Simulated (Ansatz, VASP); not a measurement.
F in VASP and in Ansatz

```
F
1.0
     3.23890   -1.86151   -0.24981
     3.23890    1.86151   -0.24981
    -2.43541    0.00000    7.45483
F
4
Direct
  0.08485 0.08485 0.07802
  0.91515 0.91515 0.92198
  0.50157 0.50157 0.59372
  0.49843 0.49843 0.40628
```

Alike in both runs: task single point; functional PBEsol; k mesh 4 × 4 × 2; occupations gaussian, width 0.05 eV; no spin polarisation.

|  | VASP | Ansatz |
| --- | --- | --- |
| version | VASP 6.6.1 | Ansatz 0.2.0 |
| potentials or method | VASP PAW PBE potentials, release 64 (F), cutoff 520 eV | scalar-relativistic, plane waves, PAW |
| valence electrons in the cell | 28 | 28 |

Ansatz gave:

| Property | Result |
| --- | --- |
| gap on the k mesh at the Fermi level (eV) | 2.16 |
| least direct gap on the mesh (eV) | 2.20 |
| pressure (GPa) | 2.4 |
| traceless stress, the component that is largest in VASP (GPa) | 7.29 |
| rms of the force components (eV/Å) | 2.306 |

Problem. Estimate VASP's values.

Solution. gap on the k mesh at the Fermi level (eV): 2.11; least direct gap on the mesh (eV): 2.15; pressure (GPa): 2.9; traceless stress, the component that is largest in VASP (GPa): 7.95; rms of the force components (eV/Å): 2.588.

VASP's potentials were made for PBE, not for PBEsol. Atom by atom the forces differ by 0.359 eV/Å (rms over components). With one functional, cell and mesh, what is left measures potentials, basis and numerics.

The k mesh is coarse, so the values compare programs but aren't converged.
